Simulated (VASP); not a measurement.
Input of a VASP 6.6.1 run:

INCAR

```
SYSTEM = B
ALGO     = Normal         ! electronic algorithm
EDIFF    = 1E-7           ! SCF threshold, eV
ENCUT    = 520            ! plane-wave cutoff, eV
GGA      = PE             ! functional
ISIF     = 2              ! what is computed and relaxed
ISMEAR   = -1             ! smearing method
LASPH    = .True.         ! aspherical terms in the spheres
LCHARG   = .False.        ! write CHGCAR
LREAL    = .False.        ! projectors in reciprocal space
LWAVE    = .False.        ! write WAVECAR
NBANDS   = 8              ! bands
NELM     = 100            ! most SCF steps
PREC     = Accurate       ! precision mode
SIGMA    = 0.08           ! smearing width, eV
```

File KPOINTS:

```
k-points
0
Gamma
  24 24 22
  0 0 0
```

The input POSCAR:

```
B
1.0
    1.6921433282      0.0000000000      0.0000000000
   -0.8460716641      1.4654391091      0.0000000000
    0.0000000000      0.0000000000      1.8237452031
B
1
Direct
    0.0000000000      0.0000000000      0.0000000000
```

Potentials or basis: VASP PAW PBE potentials, release 64 (B).

The run is started by

```console
$ cat potpaw_PBE.64/B/POTCAR > POTCAR
$ mpirun -np 1 vasp_std > vasp.out
```

(1) Predict the pressure.

## Answers

(1) 160.3 GPa.
